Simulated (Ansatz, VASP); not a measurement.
**SrO: VASP beside Ansatz**

```
Sr O
1.0
     3.53256    0.00000    0.00000
    -1.76628    3.05928    0.00000
     0.00000    0.00000    3.20759
Sr O
1 1
Direct
  0.00000 0.00000 0.50000
  0.33333 0.66667 0.00000
```

Alike in both runs: task relaxation of cell and atoms; functional PBE; k mesh 6 × 6 × 8; occupations gaussian, width 0.02 eV; no spin polarisation.

```csv
,VASP,Ansatz
version,VASP 6.6.1,Ansatz 0.2.0
potentials or method,"VASP PAW PBE potentials, release 64 (Sr_sv, O), cutoff 600 eV","scalar-relativistic, plane waves, PAW"
valence electrons in the cell,16,16
```

Ansatz gave:

```
gap on the k mesh at the Fermi level, each at its own relaxed structure (eV) : 2.81
relaxed volume (Å³/atom)                                                     : 17.33
relaxed cell length with the largest relative difference (Å)                 : 3.207
```

What did VASP give for the same quantities?

gap on the k mesh at the Fermi level, each at its own relaxed structure (eV): 2.78; relaxed volume (Å³/atom): 17.43; relaxed cell length with the largest relative difference (Å): 3.214.
